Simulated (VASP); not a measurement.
Set up this calculation in VASP 6.6.1, as the native input.

```
Task                   : single point
Functional             : PBE
Potentials or basis    : VASP PAW PBE potentials, release 64 (Hf_pv, B)
Cutoff                 : 500 eV
k mesh                 : 8 × 8 × 6
Occupations            : methfessel-paxton, width 0.05 eV
Spin                   : no spin polarisation
Dipole correction      : no
Further INCAR settings : ALGO = Normal; EDIFF = 1e-06; NBANDS = 15
```

The structure of HfB2 lies in POSCAR:

```
HfB2
1.0
    3.1458802998      0.0000000000      0.0000000000
   -1.5729401499      2.7244122569      0.0000000000
    0.0000000000      0.0000000000      3.4854837049
Hf B
1 2
Direct
    0.0000000000      0.0000000000      0.0000000000
    0.3333333333      0.6666666667      0.5000000000
    0.6666666667      0.3333333333      0.5000000000
```

These files were run (other wordings do the same):

INCAR

```
SYSTEM = HfB2
PREC = Accurate
ENCUT = 500
EDIFF = 1E-6
ISMEAR = 1
SIGMA = 0.05
LREAL = .False.
LASPH = .True.
NELM = 120
ALGO = Normal
ISIF = 2
LWAVE = .False.
LCHARG = .False.
GGA = PE
NBANDS = 15
GGA_COMPAT = .False.
```

KPOINTS

```
Automatic mesh
0
Gamma
  8 8 6
  0 0 0
```

Potentials or basis: VASP PAW PBE potentials, release 64 (Hf_pv, B).

Command:

```console
$ cat potpaw_PBE.64/Hf_pv/POTCAR potpaw_PBE.64/B/POTCAR > POTCAR
$ mpirun -np 1 vasp_std > vasp.out
```

It gave:

The pressure is -0.4 GPa and the band gap on the k mesh is zero (band 8 reaches 8.42 eV, above the bottom of band 9 at 7.84 eV).

Caveat: spin-orbit coupling is left out, which moves the levels of the heavy elements.

Run time: 12 s on 1 thread of Intel(R) Xeon(R) Platinum 8259CL CPU @ 2.50GHz (Skylake/Cascade Lake), with other jobs on the host, peak memory 0.15 GiB.
